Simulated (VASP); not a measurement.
# KCl (Pm-3m) in VASP: notebook, part 3 of 3

VASP 6.6.1.

### 5 Single point, PBE0

This run uses another cell than the first one, of 27.73 Å³/atom.

File POSCAR:

```
KCl
1.0
    3.8134288075      0.0000000000      0.0000000000
    0.0000000000      3.8134288075      0.0000000000
    0.0000000000      0.0000000000      3.8134288075
K Cl
1 1
Direct
    0.0000000000      0.0000000000      0.0000000000
    0.5000000000      0.5000000000      0.5000000000
```

File INCAR.step1:

```
SYSTEM = KCl
PREC = Accurate
ENCUT = 520
EDIFF = 1E-5
ISMEAR = -1
SIGMA = 0.05
LREAL = .FALSE.
LASPH = .TRUE.
NELM = 60
ALGO = Normal
ISIF = 2
LWAVE = .TRUE.
LCHARG = .FALSE.
NBANDS = 15
GGA = PE
```

File INCAR.step2:

```
SYSTEM = KCl
PREC = Accurate
ENCUT = 520
EDIFF = 1E-6
ISMEAR = -1
SIGMA = 0.05
LREAL = .FALSE.
LASPH = .TRUE.
NELM = 60
ALGO = Normal
ISIF = 2
LWAVE = .FALSE.
LCHARG = .FALSE.
GGA = PE
LHFCALC = .TRUE.
AEXX = 0.25
PRECFOCK = Normal
NBANDS = 15
ISTART = 1
```

File KPOINTS:

```
regular mesh
0
G
  4 4 4
  0 0 0
```

Potentials or basis: VASP PAW PBE potentials, release 64 (K_sv, Cl).

Command:

```
$ cat potpaw_PBE.64/K_sv/POTCAR potpaw_PBE.64/Cl/POTCAR > POTCAR
$ cp INCAR.step1 INCAR
$ mpirun -np 1 vasp_std > vasp.out
$ cp INCAR.step2 INCAR
$ mpirun -np 1 vasp_std > vasp.out
```

OUTCAR:

```text
SYSTEM = KCl
   PREC = Accurate
   ENCUT = 520
   EDIFF = 1E-6
   ISMEAR = -1
   LREAL = .FALSE.
   LASPH = .TRUE.
   NELM = 60
   ISIF = 2
   GGA = PE
   LHFCALC = .TRUE.
   AEXX = 0.25
   PRECFOCK = Normal
   ISTART = 1

 ion  position               nearest neighbor table
   1  0.000  0.000  0.000-
   2  0.500  0.500  0.500-

  LATTYP: Found a simple cubic cell.
 ALAT       =     3.8134288075

  Lattice vectors:

 A1 = (   3.8134288075,   0.0000000000,   0.0000000000)
 A2 = (   0.0000000000,   3.8134288075,   0.0000000000)
 A3 = (   0.0000000000,   0.0000000000,   3.8134288075)

Analysis of symmetry for initial positions (statically):
=====================================================================
 Subroutine PRICEL returns:
 Original cell was already a primitive cell.

 Routine SETGRP: Setting up the symmetry group for a
 simple cubic supercell.

 Subroutine GETGRP returns: Found 48 space group operations
 (whereof 48 operations were pure point group operations)
 out of a pool of 48 trial point group operations.

The static configuration has the point symmetry O_h .

Analysis of symmetry for dynamics (positions and initial velocities):
=====================================================================
 Subroutine PRICEL returns:
 Original cell was already a primitive cell.

 Routine SETGRP: Setting up the symmetry group for a
 simple cubic supercell.

 Subroutine GETGRP returns: Found 48 space group operations
 (whereof 48 operations were pure point group operations)
 out of a pool of 48 trial point group operations.

The dynamic configuration has the point symmetry O_h .

 Subroutine INISYM returns: Found 48 space group operations
 (whereof 48 operations are pure point group operations),
 and found     1 'primitive' translations

----------------------------------------------------------------------------------------

                                     Primitive cell

  volume of cell :      55.4558

  direct lattice vectors                    reciprocal lattice vectors
     3.813428807  0.000000000  0.000000000     0.262231197  0.000000000  0.000000000
     0.000000000  3.813428807  0.000000000     0.000000000  0.262231197  0.000000000
     0.000000000  0.000000000  3.813428807     0.000000000  0.000000000  0.262231197

  length of vectors
     3.813428807  3.813428807  3.813428807     0.262231197  0.262231197  0.262231197

  position of ions in fractional coordinates (direct lattice)
     0.000000000  0.000000000  0.000000000
     0.500000000  0.500000000  0.500000000

  ion indices of the primitive-cell ions
   primitive index   ion index
                 1           1
                 2           2

----------------------------------------------------------------------------------------

 KPOINTS: regular mesh
[... 34 lines left out ...]
  0.500000  0.500000  0.500000      1.000000
   k-points           NKPTS =     10   k-points in BZ     NKDIM =     64   number of bands    NBANDS=     15
   number of dos      NEDOS =    301   number of ions     NIONS =      2
   total plane-waves  NPLWV =  21952
   dimension x,y,z NGX =    28 NGY =   28 NGZ =   28
   dimension x,y,z NGXF=    56 NGYF=   56 NGZF=   56
   ions per type =               1   1
   NGX,Y,Z   is equivalent  to a cutoff of  12.21, 12.21, 12.21 a.u.
   NGXF,Y,Z  is equivalent  to a cutoff of  24.41, 24.41, 24.41 a.u.
 SYSTEM =  KCl
   PREC   = accura    normal or accurate (medium, high low for compatibility)
   ISTART =      1    job   : 0-new  1-cont  2-samecut
   ICHARG =      0    charge: 1-file 2-atom 10-const
   ISPIN  =      1    spin polarized calculation?
   LNONCOLLINEAR =      F non collinear calculations
   LSORBIT =      F    spin-orbit coupling
   LASPH  =      T    aspherical Exc in radial PAW
   ENCUT  =  520.0 eV  38.22 Ry    6.18 a.u.   7.09  7.09  7.09*2*pi/ulx,y,z
   NELM   =     60;   NELMIN=  2; NELMDL=  0     # of ELM steps
   EDIFF  = 0.1E-05   stopping-criterion for ELM
   LREAL  =      F    real-space projection
   EDIFFG = 0.1E-04   stopping-criterion for IOM
   NSW    =      0    number of steps for IOM
   IBRION =     -1    ionic relax: 0-MD 1-quasi-New 2-CG
   NFREE  =      0    steps in history (QN), initial steepest desc. (CG)
   ISIF   =      2    stress and relaxation
   ISYM   =      3    0-nonsym 1-usesym 2-fastsym
   POTIM  = 0.5000    time-step for ionic-motion
   TEBEG  =    0.0;   TEEND  =   0.0 temperature during run
   PSTRESS=    0.0 pullay stress
   NELECT =      16.0000    total number of electrons
   NUPDOWN=      -1.0000    fix difference up-down
   EMIN   =  10.00;   EMAX   =-10.00  energy-range for DOS
   EFERMI =   0.00;   METHOD = LEGACY
   ISMEAR =    -1;   SIGMA  =   0.05  broadening in eV -4-tet -1-fermi 0-gaus
   EFERMI_NEDOS =   21; number of points for ismear=-14 and -15
   IALGO  =     38    algorithm
   IMIX   =      1    mixing-type and parameters
     AMIX     =   0.40;   BMIX     =  1.00
     AMIX_MAG =   1.60;   BMIX_MAG =  1.00
  volume/ion in A,a.u.               =      27.73       187.12
  Fermi-wavevector in a.u.,A,eV,Ry     =   1.081764  2.044238 15.921719  1.170213
  Thomas-Fermi vector in A             =   2.217789
   LORBIT       =      0    0 simple, 1 ext, 2 COOP (PROOUT), +10 PAW based schemes
   GGA     = PE    functional components
   LHFCALC =     T    Hartree Fock is set to
   PRECFOCK=normal    Normal, Fast or Accurate (Low or Medium for compatibility)
   ENCUT4O =  -1.0   cutoff for four orbital integrals eV
   NKREDX  =     1    reduce k-point grid by
   NKREDY  =     1    reduce k-point grid by
   NKREDZ  =     1    reduce k-point grid by
   AEXX    =    0.2500 exact exchange contribution
   HFSCREEN=    0.0000 screening length (either q_TF or 0.3 A-1)
   HFSCREENC=   0.0000 screening length for correlation (either q_TF or 0.3 A-1)
   ENCUTFOCK=  -1.0 apply spherical cutoff to Coloumb kernel
   IVDW    =     0    specifies the selected vdW correction
   LEPSILON=     F    determine dielectric tensor
   LRPA    =     F    only Hartree local field effects (RPA)
 non-spin polarized calculation
  energy-cutoff  :      520.00
  volume of cell :       55.46
 maximum number of plane-waves:      1510
  NGX = 24; NGY = 24; NGZ = 24

 number of electron      16.0000008 magnetization

 Free energy of the ion-electron system (eV)
  ---------------------------------------------------
  ext. energy  EPLUGINS =         0.00000000
  ---------------------------------------------------
  free energy    TOTEN  =        -8.24893218 eV

  energy without entropy =       -8.24893218  energy(sigma->0) =       -8.24893218

 E-fermi :  -1.0193     XC(G=0):  -6.4254

 val. band max:       -2.0927593952   @ k =   0.5000   0.5000   0.0000
 cond. band min:       4.8599976421   @ k =   0.0000   0.0000   0.0000
 fundamental gap:      6.9527570373
 Fermi energy:        -1.0192864419

 k-point     1 :       0.0000    0.0000    0.0000
  band No.  band energies     occupation
      1     -32.2584      2.00000
      2     -15.9139      2.00000
      3     -14.2748      2.00000
      4     -14.2748      2.00000
      5     -14.2748      2.00000
      6      -2.3184      2.00000
      7      -2.3184      2.00000
      8      -2.3184      2.00000
      9       4.8600      0.00000
     10       6.6542      0.00000
     11       6.6542      0.00000
     12      11.2569      0.00000
     13      11.2569      0.00000
     14      11.2569      0.00000
[... 149 lines left out ...]
      2     -15.4514      2.00000
      3     -14.4555      2.00000
      4     -14.4555      2.00000
      5     -14.4555      2.00000
      6      -3.5521      2.00000
      7      -3.5521      2.00000
      8      -3.5521      2.00000
      9       8.9165      0.00000
     10       8.9165      0.00000
     11       8.9165      0.00000
     12      10.4500      0.00000
     13      10.4500      0.00000
     14      10.4500      0.00000
     15      13.1234      0.00000

------------------------ aborting loop because EDIFF is reached ----------------------------------------

  FORCE on cell =-STRESS in cart. coord.  units (eV):
  Direction    XX          YY          ZZ          XY          YZ          ZX
  --------------------------------------------------------------------------------------
  -------------------------------------------------------------------------------------
  Total       -0.0564222     -0.0564222     -0.0564222     -0.0000000      0.0000000      0.0000000
  in kB       -1.6300984     -1.6300984     -1.6300984     -0.0000000      0.0000000      0.0000000
  external PRESSURE =      -1.6300984 kB  Pullay stress =       0.0000000 kB

 VOLUME and BASIS-vectors are now :
 -----------------------------------------------------------------------------
  energy-cutoff  :      520.00
  volume of cell :       55.46
      direct lattice vectors                 reciprocal lattice vectors
     3.813428807  0.000000000  0.000000000     0.262231197  0.000000000  0.000000000
     0.000000000  3.813428807  0.000000000     0.000000000  0.262231197  0.000000000
     0.000000000  0.000000000  3.813428807     0.000000000  0.000000000  0.262231197

 POSITION                                       TOTAL-FORCE (eV/Angst)
 -----------------------------------------------------------------------------------
      0.00000      0.00000      0.00000         0.000000      0.000000      0.000000
      1.90671      1.90671      1.90671         0.000000      0.000000      0.000000
 -----------------------------------------------------------------------------------
    total drift:                               -0.000000     -0.000000     -0.000000

  FREE ENERGIE OF THE ION-ELECTRON SYSTEM (eV)
  ---------------------------------------------------
  free  energy   TOTEN  =        -8.2489321785 eV

  energy  without entropy=       -8.2489321784  energy(sigma->0) =       -8.24893218
```

Run time: 2.3 min. Hardware: 1 thread of Intel Xeon 6975P-C (Granite Rapids), shared host; peak memory 0.16 GiB.

Results:

- Free energy: -8.2489 eV
- Pressure: -0.2 GPa
- Band gap on the k mesh: 6.95 eV (least direct gap 7.18 eV)

Levels at points of the mesh, in eV from the valence-band top:
```
           k point  band 5  band 6  band 7  band 8  band 9  band 10  band 11  band 12
(0.00, 0.00, 0.00)  -12.18   -0.23   -0.23   -0.23    6.95     8.75     8.75    13.35
(0.50, 0.00, 0.00)  -12.07   -1.94   -0.23   -0.23    9.94    10.29    10.66    12.31
(0.50, 0.50, 0.00)  -12.12   -1.33   -1.33    0.00    8.34     9.58    11.39    11.39
(0.50, 0.50, 0.50)  -12.36   -1.46   -1.46   -1.46   11.01    11.01    11.01    12.54
```

Caveat: the PAW data sets were made with another functional, which shifts forces and pressure a little. A k mesh can miss the band edges.

### 6 Summary

```tsv
level	cell	screening parameter	gap on the mesh (eV)	pressure (GPa)
HSE06	a = 3.865 Å, 2 atoms	0.2079 1/Å	6.03	-0.8
PBE0	a = 3.761 Å, 2 atoms	-	7.15	0.7
PBE0	a = 3.787 Å, 2 atoms	-	7.05	0.3
PBE0	a = 3.813 Å, 2 atoms	-	6.95	-0.2
```

Alike in all rows: task single point; potentials or basis VASP PAW PBE potentials, release 64 (K_sv, Cl); no spin polarisation; k mesh 4 × 4 × 4; cutoff (eV) 520; smearing fermi-dirac 0.05 eV.

Caveats: the PAW data sets were made with another functional, which shifts forces and pressure a little.

Total energies depend on the potentials used, so only differences within one code and one set of settings carry meaning.
